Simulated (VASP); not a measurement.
Write the native input for VASP 6.6.1 that does the following.

```yaml
Task: single point
Functional: LDA
Potentials_or_basis: VASP PAW LDA potentials, release 64 (Hf_pv, B)
Cutoff: 500 eV
k_mesh: 15 × 15 × 10
Occupations: fermi-dirac, width 0.15 eV
Spin: no spin polarisation
Dipole_correction: no
Further_INCAR_settings: ALGO = Normal; EDIFF = 1e-06; NBANDS = 15
```

The structure of HfB2 lies in POSCAR:

```
HfB2
1.0
    3.1036870667      0.0000000000      0.0000000000
   -1.5518435333      2.6878718451      0.0000000000
    0.0000000000      0.0000000000      3.4210505208
Hf B
1 2
Direct
    0.0000000000      0.0000000000      0.0000000000
    0.3333333333      0.6666666667      0.5000000000
    0.6666666667      0.3333333333      0.5000000000
```

One way to write it, as run:

INCAR

```
PREC = Accurate ; ENCUT = 500
EDIFF = 1E-6 ; ISMEAR = -1
SIGMA = 0.15 ; LREAL = F
LASPH = T ; NELM = 120
ALGO = Normal ; ISIF = 2
LWAVE = F ; LCHARG = T
GGA = CA ; LELF = T
LVHAR = T ; NBANDS = 15
GGA_COMPAT = F
```

KPOINTS

```
regular mesh
0
Gamma
  15 15 10
```

Potentials or basis: VASP PAW LDA potentials, release 64 (Hf_pv, B).

Run with:

```console
$ cat potpaw_LDA.64/Hf_pv/POTCAR potpaw_LDA.64/B/POTCAR > POTCAR
$ mpirun -np 1 vasp_std > vasp.out
```

Results of the run:

- Pressure: 0.7 GPa
- Band gap on the k mesh: zero (bands 8 and 9 overlap by 1.17 eV)

Caveat: spin-orbit coupling is left out, which moves the levels of the heavy elements.

Run time: 74 s on 1 thread of Intel Xeon 8259CL, on a shared host, peak memory 0.19 GiB.
